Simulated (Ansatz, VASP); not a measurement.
# Cu3B in VASP and in Ansatz

```
Cu B
1.0
     3.46293    0.00000    0.00000
     0.00000    3.46293    0.00000
     0.00000    0.00000    3.46293
Cu B
3 1
Direct
  0.00000 0.50000 0.50000
  0.50000 0.00000 0.50000
  0.50000 0.50000 0.00000
  0.00000 0.00000 0.00000
```

Change from the starting cell: species swapped into the CuAu3 type (Pm-3m, No. 221).

Alike in both runs: functional PBE; k mesh 6 × 6 × 6; occupations gaussian, width 0.2 eV; no spin polarisation.

Ansatz relaxed the structure, and its values are those at the end. VASP's run is a single point on that final structure, the one shown.

|  | VASP | Ansatz |
| --- | --- | --- |
| version | VASP 6.6.1 | Ansatz 0.2.0 |
| potentials or method | VASP PAW PBE potentials, release 64 (Cu, B), cutoff 600 eV | scalar-relativistic, plane waves, PAW |
| valence electrons in the cell | 36 | 60 |

Ansatz gave:

| Quantity | Value |
| --- | --- |
| gap on the k mesh at the Fermi level (eV) | none |
| pressure (GPa) | 0.4 |

Task: Estimate VASP's values.

Result: gap on the k mesh at the Fermi level (eV): none; pressure (GPa): 0.9.

A gap of «none» marks a metal or a gap that the smearing closes. VASP's potentials hold 36 valence electrons a cell and Ansatz's 60, so a difference there can come from the potentials and not from the codes.
